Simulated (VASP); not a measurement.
# Al27H (a cell with a defect) in VASP: single point with PBE

Aim: the single point of Al27H (a cell with a defect) with PBE.

All numbers are computed with VASP 6.6.1; they aren't measurements. Logs are shortened: lines on timing, memory, paths and dates and some standing lists are left out, and cuts for length are marked.

**1. The cell of the first run**

The cell holds a defect, 28 atoms: a = 8.574 Å, b = 8.574 Å, c = 8.574 Å, α = 60.00°, β = 60.00°, γ = 60.00°.

**2. Single point, PBE**

The input, INCAR:

```
  ALGO = Normal
  EDIFF = 1E-6
  ENCUT = 520
  GGA = PE
  ISIF = 2
  ISMEAR = 0
  LASPH = True
  LCHARG = True
  LELF = True
  LREAL = Auto
  LVHAR = True
  LWAVE = False
  NBANDS = 61
  NELM = 60
  PREC = Accurate
  SIGMA = 0.1
```

The input, KPOINTS:

```
k-points
0
Gamma
  3 3 3
```

The input, POSCAR:

```
Al27H
1.0
   -6.0624313821     -6.0624313821      0.0000000000
   -6.0624313821      0.0000000000     -6.0624313821
    0.0000000000     -6.0624313821     -6.0624313821
Al H
27 1
Direct
    0.6673667909      0.6666923702      0.6671559278
    0.3318388363      0.6666818905      0.6671487219
    0.0026843590      0.6635668857      0.6640629974
    0.6673805730      0.3310978446      0.6671635455
    0.3334856666      0.3327945083      0.6674376313
   -0.0006948600      0.3327768641      0.6674366054
    0.6642411415      0.0020196825      0.6640154781
    0.3334633878     -0.0013822818      0.6674494787
    0.0026940312      0.0019824883      0.6640517590
    0.6673632714      0.6666802691      0.3316214974
    0.3334779037      0.6669786487      0.3332644734
   -0.0006966497      0.6669762133      0.3332615477
    0.6676552037      0.3327945918      0.3332700742
    0.3334830974      0.3327827819      0.3332616494
   -0.0007046870      0.3327840395      0.3332827560
    0.6676681099     -0.0013852323      0.3332326012
    0.3334931413     -0.0013927844      0.3332481620
   -0.0004064420     -0.0010705472      0.3349015193
    0.6642589215      0.6635399464      0.0024874835
    0.3334766573      0.6669773569     -0.0009134348
    0.0027353294      0.6635249026      0.0025091216
    0.6676569170      0.3327614744     -0.0009153526
    0.3335141025      0.3327685213     -0.0009228291
   -0.0004182813      0.3344878068     -0.0006299184
    0.6643229835      0.0019356522      0.0024230876
    0.3351249056     -0.0010770773     -0.0006233005
   -0.0004167136     -0.0010935989     -0.0006340170
    0.8335944917      0.8327127057      0.8331242296
```

Potentials or basis: VASP PAW PBE potentials, release 64 (Al, H).

On the command line:

```
> cat potpaw_PBE.64/Al/POTCAR potpaw_PBE.64/H/POTCAR > POTCAR
> mpirun -np 1 vasp_std > vasp.out
```

OUTCAR:

```text
EDIFF = 1E-6
   ENCUT = 520
   GGA = PE
   ISIF = 2
   ISMEAR = 0
   LASPH = True
   LREAL = Auto
   NELM = 60
   PREC = Accurate

 ion  position               nearest neighbor table
   1  0.667  0.667  0.667-   7 2.85  19 2.85   3 2.85  20 2.85   8 2.85  12 2.85  16 2.85   6 2.85
                            22 2.85   2 2.88  10 2.88   4 2.88
   2  0.332  0.667  0.667-   9 2.85  21 2.85   3 2.85   8 2.85  20 2.85  17 2.85  11 2.85   5 2.85
                            23 2.85  10 2.88   1 2.88   4 2.88
   3  0.003  0.664  0.664-  28 2.05   5 2.84  12 2.84   6 2.84  11 2.84  24 2.85   1 2.85   2 2.85
                            18 2.85   9 2.90  19 2.90   7 2.90  21 2.90
   4  0.667  0.331  0.667-  25 2.85   9 2.85   7 2.85  23 2.85  22 2.85  15 2.85   6 2.85  13 2.85
                             5 2.85  10 2.88   2 2.88   1 2.88
   5  0.333  0.333  0.667-   7 2.84   3 2.84  23 2.84  26 2.85   4 2.85  24 2.85   2 2.85  13 2.87
                            11 2.87   8 2.87  14 2.87   6 2.87
   6  0.999  0.333  0.667-   9 2.84   3 2.84  22 2.84  27 2.85   4 2.85   1 2.85  24 2.85  15 2.86
                             8 2.86  14 2.87  12 2.87   5 2.87
   7  0.664  0.002  0.664-  28 2.05  13 2.84   8 2.84   5 2.84  16 2.84   1 2.85   4 2.85  18 2.85
                            26 2.85  25 2.90   3 2.90   9 2.90  19 2.90
   8  0.333  0.999  0.667-   7 2.84   9 2.84  20 2.84  27 2.85   2 2.85  26 2.85   1 2.85   6 2.86
                            14 2.87   5 2.87  17 2.87  16 2.87
   9  0.003  0.002  0.664-  28 2.05  15 2.84   8 2.84   6 2.84  17 2.84   4 2.85  27 2.85   2 2.85
[... 22 lines left out ...]
                            11 2.87  14 2.87  23 2.87  22 2.87
  21  0.003  0.664  0.003-  28 2.05  20 2.84  15 2.84  12 2.84  23 2.84  24 2.85   2 2.85  27 2.85
                            10 2.85  25 2.90   3 2.90   9 2.90  19 2.90
  22  0.668  0.333  0.999-  19 2.84  25 2.84   6 2.84  27 2.85   4 2.85   1 2.85  24 2.85  23 2.86
                            16 2.86  14 2.87  20 2.87  13 2.87
  23  0.334  0.333  0.999-  21 2.84  25 2.84   5 2.84   4 2.85  26 2.85   2 2.85  24 2.85  22 2.86
                            17 2.86  14 2.87  20 2.87  15 2.87
  24  1.000  0.334  0.999-  21 2.85  19 2.85   3 2.85  13 2.85  15 2.85   5 2.85  23 2.85   6 2.85
                            22 2.85  18 2.88  26 2.88  27 2.88
  25  0.664  0.002  0.002-  28 2.05  23 2.84  16 2.84  22 2.84  17 2.84   4 2.85  27 2.85  10 2.85
                            26 2.85   9 2.90  19 2.90   7 2.90  21 2.90
  26  0.335  0.999  0.999-  25 2.85   7 2.85  19 2.85  23 2.85  17 2.85   5 2.85   8 2.85  20 2.85
                            11 2.85  18 2.88  24 2.88  27 2.88
  27  1.000  0.999  0.999-  25 2.85   9 2.85  21 2.85  22 2.85  16 2.85   8 2.85   6 2.85  20 2.85
                            12 2.85  18 2.88  26 2.88  24 2.88
  28  0.834  0.833  0.833-   3 2.05   9 2.05   7 2.05  19 2.05  25 2.05  21 2.05

  LATTYP: Found a face centered cubic cell.
 ALAT       =    12.1248627642

  Lattice vectors:

 A1 = (  -6.0624313821,  -6.0624313821,   0.0000000000)
 A2 = (  -6.0624313821,   0.0000000000,  -6.0624313821)
 A3 = (   0.0000000000,  -6.0624313821,  -6.0624313821)

Analysis of symmetry for initial positions (statically):
=====================================================================
 Subroutine PRICEL returns:
 Original cell was already a primitive cell.

 Routine SETGRP: Setting up the symmetry group for a
 face centered cubic supercell.

 Subroutine GETGRP returns: Found  1 space group operations
 (whereof  1 operations were pure point group operations)
 out of a pool of 48 trial point group operations.

The static configuration has the point symmetry C_1 .

Analysis of symmetry for dynamics (positions and initial velocities):
=====================================================================
 Subroutine PRICEL returns:
 Original cell was already a primitive cell.

 Routine SETGRP: Setting up the symmetry group for a
 face centered cubic supercell.

 Subroutine GETGRP returns: Found  1 space group operations
 (whereof  1 operations were pure point group operations)
 out of a pool of 48 trial point group operations.

The dynamic configuration has the point symmetry C_1 .

 Subroutine INISYM returns: Found  1 space group operations
 (whereof  1 operations are pure point group operations),
 and found     1 'primitive' translations

----------------------------------------------------------------------------------------

                                     Primitive cell

  volume of cell :     445.6260

  direct lattice vectors                    reciprocal lattice vectors
    -6.062431382 -6.062431382  0.000000000    -0.082475160 -0.082475160  0.082475160
    -6.062431382  0.000000000 -6.062431382    -0.082475160  0.082475160 -0.082475160
     0.000000000 -6.062431382 -6.062431382     0.082475160 -0.082475160 -0.082475160

[... 84 lines left out ...]

 Subroutine IBZKPT returns following result:
 ===========================================

 Found     14 irreducible k-points:

 Following reciprocal coordinates:
            Coordinates               Weight
  0.000000  0.000000  0.000000      1.000000
  0.333333  0.000000  0.000000      2.000000
  0.000000  0.333333  0.000000      2.000000
  0.000000  0.000000  0.333333      2.000000
  0.333333  0.333333  0.333333      2.000000
  0.333333  0.333333  0.000000      2.000000
  0.000000  0.333333  0.333333      2.000000
  0.333333  0.000000  0.333333      2.000000
 -0.333333  0.333333  0.000000      2.000000
  0.000000 -0.333333  0.333333      2.000000
  0.333333  0.000000 -0.333333      2.000000
  0.333333  0.333333 -0.333333      2.000000
 -0.333333  0.333333 -0.333333      2.000000
  0.333333 -0.333333 -0.333333      2.000000
   k-points           NKPTS =     14   k-points in BZ     NKDIM =     14   number of bands    NBANDS=     61
   number of dos      NEDOS =    301   number of ions     NIONS =     28
   total plane-waves  NPLWV = 262144
   dimension x,y,z NGX =    64 NGY =   64 NGZ =   64
   dimension x,y,z NGXF=   128 NGYF=  128 NGZF=  128
   ions per type =              27   1
   NGX,Y,Z   is equivalent  to a cutoff of  12.41, 12.41, 12.41 a.u.
   NGXF,Y,Z  is equivalent  to a cutoff of  24.82, 24.82, 24.82 a.u.
 SYSTEM =  unknown system
   PREC   = accura    normal or accurate (medium, high low for compatibility)
   ISTART =      0    job   : 0-new  1-cont  2-samecut
   ICHARG =      2    charge: 1-file 2-atom 10-const
   ISPIN  =      1    spin polarized calculation?
   LNONCOLLINEAR =      F non collinear calculations
   LSORBIT =      F    spin-orbit coupling
   LASPH  =      T    aspherical Exc in radial PAW
   ENCUT  =  520.0 eV  38.22 Ry    6.18 a.u.  15.94 15.94 15.94*2*pi/ulx,y,z
   NELM   =     60;   NELMIN=  2; NELMDL= -5     # of ELM steps
   EDIFF  = 0.1E-05   stopping-criterion for ELM
   LREAL  =      T    real-space projection
   EDIFFG = 0.1E-04   stopping-criterion for IOM
   NSW    =      0    number of steps for IOM
   IBRION =     -1    ionic relax: 0-MD 1-quasi-New 2-CG
   NFREE  =      0    steps in history (QN), initial steepest desc. (CG)
   ISIF   =      2    stress and relaxation
   ISYM   =      2    0-nonsym 1-usesym 2-fastsym
   POTIM  = 0.5000    time-step for ionic-motion
   TEBEG  =    0.0;   TEEND  =   0.0 temperature during run
   PSTRESS=    0.0 pullay stress
   NELECT =      82.0000    total number of electrons
   NUPDOWN=      -1.0000    fix difference up-down
   EMIN   =  10.00;   EMAX   =-10.00  energy-range for DOS
   EFERMI =   0.00;   METHOD = LEGACY
   ISMEAR =     0;   SIGMA  =   0.10  broadening in eV -4-tet -1-fermi 0-gaus
   EFERMI_NEDOS =   21; number of points for ismear=-14 and -15
   IALGO  =     38    algorithm
   IMIX   =      4    mixing-type and parameters
     AMIX     =   0.40;   BMIX     =  1.00
     AMIX_MAG =   1.60;   BMIX_MAG =  1.00
  volume/ion in A,a.u.               =      15.92       107.40
  Fermi-wavevector in a.u.,A,eV,Ry     =   0.931156  1.759630 11.796961  0.867052
  Thomas-Fermi vector in A             =   2.057620
   LORBIT       =      0    0 simple, 1 ext, 2 COOP (PROOUT), +10 PAW based schemes
   GGA     = PE    functional components
   LHFCALC =     F    Hartree Fock is set to
   AEXX    =    0.0000 exact exchange contribution
   IVDW    =     0    specifies the selected vdW correction
   LEPSILON=     F    determine dielectric tensor
   LRPA    =     F    only Hartree local field effects (RPA)
 non-spin polarized calculation
 Gauss-broadening in eV      SIGMA  =   0.10
  energy-cutoff  :      520.00
  volume of cell :      445.63
 maximum number of plane-waves:     12039
   NGX = 31   NGY = 31   NGZ = 31

 number of electron      82.0000000 magnetization

 Free energy of the ion-electron system (eV)
  ---------------------------------------------------
  ext. energy  EPLUGINS =         0.00000000
  ---------------------------------------------------
  free energy    TOTEN  =      -103.03250824 eV

  energy without entropy =     -102.94942814  energy(sigma->0) =     -102.99096819

 E-fermi :   7.9965     XC(G=0): -10.2222

 val. band max:        7.9927346434   @ k =  -0.3333   0.3333  -0.3333
 cond. band min:       8.0205016631   @ k =   0.3333  -0.3333  -0.3333
 fundamental gap:      0.0277670197
 Fermi energy:         7.9965176908

 k-point     1 :       0.0000    0.0000    0.0000
  band No.  band energies     occupation
      1      -3.2910      2.00000
      2      -1.3108      2.00000
      3      -0.1541      2.00000
      4      -0.1540      2.00000
      5      -0.1537      2.00000
      6      -0.1253      2.00000
[... 773 lines left out ...]
     52       9.8627      0.00000
     53      10.1821      0.00000
 [bands above 53 left out]

------------------------ aborting loop because EDIFF is reached ----------------------------------------

  FORCE on cell =-STRESS in cart. coord.  units (eV):
  Direction    XX          YY          ZZ          XY          YZ          ZX
  --------------------------------------------------------------------------------------
  -------------------------------------------------------------------------------------
  Total        1.9880947      1.9904213      1.9872660     -0.0021239     -0.0015514     -0.0003448
  in kB        7.1478784      7.1562430      7.1448986     -0.0076360     -0.0055780     -0.0012397
  external PRESSURE =       7.1496733 kB  Pullay stress =       0.0000000 kB

 VOLUME and BASIS-vectors are now :
 -----------------------------------------------------------------------------
  energy-cutoff  :      520.00
  volume of cell :      445.63
      direct lattice vectors                 reciprocal lattice vectors
    -6.062431382 -6.062431382  0.000000000    -0.082475160 -0.082475160  0.082475160
    -6.062431382  0.000000000 -6.062431382    -0.082475160  0.082475160 -0.082475160
     0.000000000 -6.062431382 -6.062431382     0.082475160 -0.082475160 -0.082475160

 POSITION                                       TOTAL-FORCE (eV/Angst)
 -----------------------------------------------------------------------------------
     -8.08764     -8.09045     -8.08636        -0.001557     -0.000626     -0.000785
     -6.05346     -6.05629     -8.08626         0.000543     -0.000707     -0.003283
     -4.03910     -4.04211     -8.04867         0.002203      0.000759      0.002286
     -6.05321     -8.09058     -6.05189        -0.000518     -0.002954     -0.000580
     -4.03928     -6.06803     -6.06384         0.004257     -0.000695     -0.001115
     -8.07566    -10.10451     -6.06373        -0.000401     -0.000305     -0.000166
[... 20 lines left out ...]
    -12.11571    -12.11849    -12.11439         0.000196     -0.000345      0.001288
    -10.10187    -10.10437    -10.09902         0.000102     -0.000404     -0.000293
 -----------------------------------------------------------------------------------
    total drift:                                0.002632      0.008077      0.000301

  FREE ENERGIE OF THE ION-ELECTRON SYSTEM (eV)
  ---------------------------------------------------
  free  energy   TOTEN  =      -103.0325082402 eV

  energy  without entropy=     -102.9494281434  energy(sigma->0) =     -102.99096819
```

Wall time 5.3 min (1 thread of Intel Xeon Platinum 8488C (Sapphire Rapids), shared host); peak memory 0.66 GiB.

Results:

```
Free energy            : -103.0325 eV
Pressure               : 0.7 GPa
Largest force          : 0.005 eV/Å
Band gap on the k mesh : zero (band 41 reaches 8.36 eV, above the bottom of band 42 at 7.54 eV)
```

Forces on the atoms (eV/Å):
```
Al  -0.002 -0.001 -0.001
Al   0.001 -0.001 -0.003
Al   0.002  0.001  0.002
Al  -0.001 -0.003 -0.001
Al   0.004 -0.001 -0.001
Al   0.000  0.000  0.000
Al   0.002 -0.001  0.003
Al  -0.001  0.000 -0.001
Al  -0.003  0.000 -0.002
Al  -0.002 -0.001  0.000
Al   0.000  0.005  0.000
Al   0.000  0.000  0.000
Al   0.000 -0.001  0.004
Al   0.002  0.001  0.002
Al  -0.001 -0.001  0.002
Al  -0.001  0.000 -0.001
Al  -0.002  0.003 -0.001
Al   0.001  0.001  0.000
Al   0.000  0.001  0.003
Al   0.000 -0.001 -0.001
Al  -0.001  0.001 -0.002
Al   0.000  0.000 -0.001
Al   0.002 -0.002 -0.001
Al   0.001  0.000  0.001
Al  -0.001  0.000 -0.005
Al   0.000  0.001  0.001
Al   0.000  0.000  0.001
H    0.000  0.000  0.000
```
